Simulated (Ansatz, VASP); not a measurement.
## One calculation of MgS5, two programs

```xyz
6
Lattice="4.6715 0.0000 0.0000 -2.3357 4.0456 0.0000 0.0000 0.0000 7.1845" Properties=species:S:1:pos:R:3 pbc="T T T"
Mg    0.0000    0.0000    0.0000
S    -1.7249    2.9875    3.5923
S     3.4497    0.0000    3.5923
S     0.6109    1.0581    3.5923
S     2.3357    1.3485    0.0000
S     0.0000    2.6971    0.0000
```

Change from the starting cell: species swapped into the Mg5Zn type (P-62m, No. 189).

Alike in both runs: functional PBE; k mesh 12 × 12 × 6; occupations gaussian, width 0.1 eV; no spin polarisation.

Ansatz relaxed the structure, and its values are those at the end. VASP's run is a single point on that final structure, the one shown.

|  | VASP | Ansatz |
| --- | --- | --- |
| version | VASP 6.6.1 | Ansatz 0.2.0 |
| potentials or method | VASP PAW PBE potentials, release 64 (Mg, S), cutoff 520 eV | scalar-relativistic, plane waves, PAW |
| valence electrons in the cell | 32 | 40 |

|  | VASP | Ansatz | Ansatz less VASP |
| --- | --- | --- | --- |
| gap on the k mesh at the Fermi level (eV) | none | none | - |
| pressure (GPa) | -0.4 | 0.0 | +0.35 |
| rms of the force components (eV/Å) | 0.085 | 0.001 | -0.0845 |

A gap of «none» marks a metal or a gap that the smearing closes. VASP's potentials hold 32 valence electrons a cell and Ansatz's 40, so a difference there can come from the potentials and not from the codes.
